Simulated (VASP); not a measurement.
# FeO in VASP: notebook

Runs on FeO. Level: PBE. Tasks: single point.

All numbers are computed with VASP 6.6.1; they aren't measurements. Logs are shortened: lines on timing, memory, paths and dates and some standing lists are left out, and cuts for length are marked.

**1. The cell of the first run**

Symmetry: Fm-3m, No. 225, cubic system. The conventional cell has a = 4.253 Å, b = 4.253 Å, c = 4.253 Å, α = 90.00°, β = 90.00°, γ = 90.00°. Within 2.8 Å of Fe (site symmetry m-3m) lie 6 O at 2.13 Å. O (site symmetry m-3m) has 6 Fe at 2.13 Å within 2.8 Å.

**2. Single point, PBE, collinear spin, ferromagnetic start**

Input file INCAR:

```
PREC = Accurate
ENCUT = 700
EDIFF = 1E-6
ISMEAR = -1
SIGMA = 0.05
LREAL = False
LASPH = True
NELM = 200
ALGO = Normal
ISIF = 2
LWAVE = False
LCHARG = False
ISPIN = 2
MAGMOM = 3 0
LORBIT = 11
LMAXMIX = 4
GGA = PE
NBANDS = 22
GGA_COMPAT = False
```

Input file KPOINTS:

```
Automatic mesh
0
Gamma
  11 11 11
```

Input file POSCAR:

```
FeO
1.0
    0.0000000000      2.1262695598      2.1262695598
    2.1262695598      0.0000000000      2.1262695598
    2.1262695598      2.1262695598      0.0000000000
Fe O
1 1
Direct
    0.0000000000      0.0000000000      0.0000000000
    0.5000000000      0.5000000000      0.5000000000
```

Potentials or basis: VASP PAW PBE potentials, release 64 (Fe_sv, O).

Run with:

```bash
> cat potpaw_PBE.64/Fe_sv/POTCAR potpaw_PBE.64/O/POTCAR > POTCAR
> mpirun -np 1 vasp_std > vasp.out
```

OUTCAR:

```text
PREC = Accurate
   ENCUT = 700
   EDIFF = 1E-6
   ISMEAR = -1
   LREAL = False
   LASPH = True
   NELM = 200
   ISIF = 2
   ISPIN = 2
   LORBIT = 11
   GGA = PE

 ion  position               nearest neighbor table
   1  0.000  0.000  0.000-   2 2.13   2 2.13   2 2.13   2 2.13   2 2.13   2 2.13
   2  0.500  0.500  0.500-   1 2.13   1 2.13   1 2.13   1 2.13   1 2.13   1 2.13

  LATTYP: Found a face centered cubic cell.
 ALAT       =     4.2525391196

  Lattice vectors:

 A1 = (   0.0000000000,   2.1262695598,   2.1262695598)
 A2 = (   2.1262695598,   0.0000000000,   2.1262695598)
 A3 = (   2.1262695598,   2.1262695598,   0.0000000000)

Analysis of symmetry for initial positions (statically):
=====================================================================
 Subroutine PRICEL returns:
 Original cell was already a primitive cell.

 Routine SETGRP: Setting up the symmetry group for a
 face centered cubic supercell.

 Subroutine GETGRP returns: Found 48 space group operations
 (whereof 48 operations were pure point group operations)
 out of a pool of 48 trial point group operations.

The static configuration has the point symmetry O_h .

Analysis of symmetry for dynamics (positions and initial velocities):
=====================================================================
 Subroutine PRICEL returns:
 Original cell was already a primitive cell.

 Routine SETGRP: Setting up the symmetry group for a
 face centered cubic supercell.

 Subroutine GETGRP returns: Found 48 space group operations
 (whereof 48 operations were pure point group operations)
 out of a pool of 48 trial point group operations.

The dynamic configuration has the point symmetry O_h .

Analysis of structural, dynamic, and magnetic symmetry:
=====================================================================
 Subroutine PRICEL returns:
 Original cell was already a primitive cell.

 Routine SETGRP: Setting up the symmetry group for a
 face centered cubic supercell.

 Subroutine GETGRP returns: Found 48 space group operations
 (whereof 48 operations were pure point group operations)
 out of a pool of 48 trial point group operations.

The overall configuration has the point symmetry O_h .

 Subroutine INISYM returns: Found 48 space group operations
 (whereof 48 operations are pure point group operations),
 and found     1 'primitive' translations

----------------------------------------------------------------------------------------
[... 114 lines left out ...]
  volume/ion in A,a.u.               =       9.61        64.87
  Fermi-wavevector in a.u.,A,eV,Ry     =   1.712330  3.235834 39.893278  2.932073
  Thomas-Fermi vector in A             =   2.790279
   LORBIT       =     11    0 simple, 1 ext, 2 COOP (PROOUT), +10 PAW based schemes
   GGA     = PE    functional components
   LHFCALC =     F    Hartree Fock is set to
   AEXX    =    0.0000 exact exchange contribution
   IVDW    =     0    specifies the selected vdW correction
   LEPSILON=     F    determine dielectric tensor
   LRPA    =     F    only Hartree local field effects (RPA)
 spin polarized calculation
  energy-cutoff  :      700.00
  volume of cell :       19.23
 maximum number of plane-waves:       869
 NGX is ok and might be reduce to    28
   NGX = 13   NGY = 13   NGZ = 13

 number of electron      22.0000012 magnetization       3.9996501

 Free energy of the ion-electron system (eV)
  ---------------------------------------------------
  ext. energy  EPLUGINS =         0.00000000
  ---------------------------------------------------
  free energy    TOTEN  =       -15.02802780 eV

  energy without entropy =      -15.01704389  energy(sigma->0) =      -15.02253585

 E-fermi :  10.4039     XC(G=0): -12.7676

 val. band max:       10.3968279733   @ k =  -0.2727   0.3636   0.0909
 cond. band min:      10.4039137098   @ k =  -0.3636   0.2727   0.0909
 fundamental gap:      0.0070857364
 Fermi energy:        10.4038912597

 spin component 1

 k-point     1 :       0.0000    0.0000    0.0000
  band No.  band energies     occupation
      1     -79.4949      1.00000
      2     -45.5213      1.00000
      3     -45.5213      1.00000
      4     -45.5213      1.00000
      5     -10.7190      1.00000
      6       6.3830      1.00000
[... 589 lines left out ...]
     21      37.3729      0.00000
     22      39.0839      0.00000

 [... further k-points ...]

 spin component 2

 k-point     1 :       0.0000    0.0000    0.0000
  band No.  band energies     occupation
      1     -75.3333      1.00000
      2     -41.4532      1.00000
      3     -41.4532      1.00000
      4     -41.4532      1.00000
      5     -10.1793      1.00000
      6       6.9494      1.00000
[... 589 lines left out ...]
     21      38.1616      0.00000
     22      39.8912      0.00000

 [... further k-points ...]

------------------------ aborting loop because EDIFF is reached ----------------------------------------

  FORCE on cell =-STRESS in cart. coord.  units (eV):
  Direction    XX          YY          ZZ          XY          YZ          ZX
  --------------------------------------------------------------------------------------
  -------------------------------------------------------------------------------------
  Total        0.8212878      0.8212878      0.8212878     -0.0000000     -0.0000000     -0.0000000
  in kB       68.4417284     68.4417284     68.4417284     -0.0000000     -0.0000000     -0.0000000
  external PRESSURE =      68.4417284 kB  Pullay stress =       0.0000000 kB

 VOLUME and BASIS-vectors are now :
 -----------------------------------------------------------------------------
  energy-cutoff  :      700.00
  volume of cell :       19.23
      direct lattice vectors                 reciprocal lattice vectors
     0.000000000  2.126269560  2.126269560    -0.235153627  0.235153627  0.235153627
     2.126269560  0.000000000  2.126269560     0.235153627 -0.235153627  0.235153627
     2.126269560  2.126269560  0.000000000     0.235153627  0.235153627 -0.235153627

 POSITION                                       TOTAL-FORCE (eV/Angst)
 -----------------------------------------------------------------------------------
      0.00000      0.00000      0.00000        -0.000000     -0.000000      0.000000
      2.12627      2.12627      2.12627         0.000000      0.000000     -0.000000
 -----------------------------------------------------------------------------------
    total drift:                                0.000000      0.000000      0.000000

  FREE ENERGIE OF THE ION-ELECTRON SYSTEM (eV)
  ---------------------------------------------------
  free  energy   TOTEN  =       -15.0280278033 eV

  energy  without entropy=      -15.0170438902  energy(sigma->0) =      -15.02253585

 total charge

# of ion       s       p       d       tot
------------------------------------------
    1        2.106   6.003   5.525  13.634
    2        1.552   3.465   0.000   5.017
--------------------------------------------------
tot          3.658   9.468   5.525  18.651

 magnetization (x)

# of ion       s       p       d       tot
------------------------------------------
    1        0.015   0.011   3.448   3.475
    2        0.032   0.273   0.000   0.305
--------------------------------------------------
tot          0.047   0.284   3.448   3.779
```

Run time: 68 s. Hardware: 1 thread of AMD EPYC 7R13 (Zen 3), shared host; peak memory 0.18 GiB.

What came out:

```yaml
Free_energy: -15.0280 eV
Pressure: 6.8 GPa
Band_gap_on_the_k_mesh: zero (filled and empty bands overlap)
Net_moment: 4.00 μB per cell
Site_moments: Fe +3.48; O +0.30 μB
Valence_electrons_inside_the_program's_atomic_spheres: Fe 13.63; O 5.02
```

Caveat: the cell stands under pressure; a cell with one magnetic atom can't hold antiferromagnetic order, which such compounds often take; semilocal functionals often make such compounds metallic where correlation or magnetic order opens a gap, which also shifts bond lengths.

**3. Single point, PBE, collinear spin, ferromagnetic start (atoms moved at random)**

Input file INCAR:

```
SYSTEM = FeO
  PREC = Accurate
  ENCUT = 520
  EDIFF = 1E-6
  ISMEAR = -1
  SIGMA = 0.05
  LREAL = .False.
  LASPH = .True.
  NELM = 150
  ALGO = Normal
  ISIF = 2
  LWAVE = .False.
  LCHARG = .True.
  ISPIN = 2
  MAGMOM = 3 0
  LORBIT = 11
  LMAXMIX = 4
  GGA = PE
  LELF = .True.
  LVHAR = .True.
  NBANDS = 18
```

Input file KPOINTS:

```
Automatic mesh
0
Gamma
  11 11 11
  0 0 0
```

Input file POSCAR:

```
FeO
1.0
    0.0000000000      2.1554001600      2.1554001600
    2.1554001600      0.0000000000      2.1554001600
    2.1554001600      2.1554001600      0.0000000000
Fe O
1 1
Direct
    0.0105020000     -0.0002270000      0.0210580000
    0.5140650000      0.5129880000      0.4906050000
```

Potentials or basis: VASP PAW PBE potentials, release 64 (Fe, O).

Run with:

```bash
> cat potpaw_PBE.64/Fe/POTCAR potpaw_PBE.64/O/POTCAR > POTCAR
> mpirun -np 1 vasp_std > vasp.out
```

It took 4.9 min on 1 thread of Intel Xeon 8259CL, shared host; peak memory 0.45 GiB.

The run converged. Its results:

* Free energy: -14.9267 eV
* Pressure: 0.4 GPa
* Largest force: 0.237 eV/Å
* Band gap on the k mesh: zero (filled and empty bands overlap)
* Net moment: 4.00 μB per cell
* Site moments: Fe +3.62; O +0.30 μB
* Valence electrons inside the program's atomic spheres: Fe 6.74; O 5.00

Forces in eV/Å, atoms in the order of the input:
```
Fe  -0.112 -0.178  0.109
O    0.112  0.178 -0.109
```

Stress tensor (GPa, compression positive):
```
 0.18 -0.16  0.10
-0.16  0.73  0.16
 0.10  0.16  0.16
```

Levels at points of the mesh, in eV from the Fermi level:
Spin up:
| k point | band 7 | band 8 | band 9 | band 10 | band 11 | band 12 |
| --- | --- | --- | --- | --- | --- | --- |
| (0.00, 0.00, 0.00) | -3.46 | -3.38 | -3.30 | 0.08 | 15.43 | 17.02 |
Spin down:
```tsv
k point	band 1	band 2	band 3	band 4	band 5	band 6	band 7	band 8	band 9	band 10
(0.00, 0.00, 0.00)	-20.19	-3.31	-3.29	-3.29	-0.72	-0.69	-0.65	0.23	0.26	0.89
```

Caveat: the cell differs from its parent crystal (atoms moved at random); a cell with one magnetic atom can't hold antiferromagnetic order, which such compounds often take; semilocal functionals often make such compounds metallic where correlation or magnetic order opens a gap, which also shifts bond lengths.
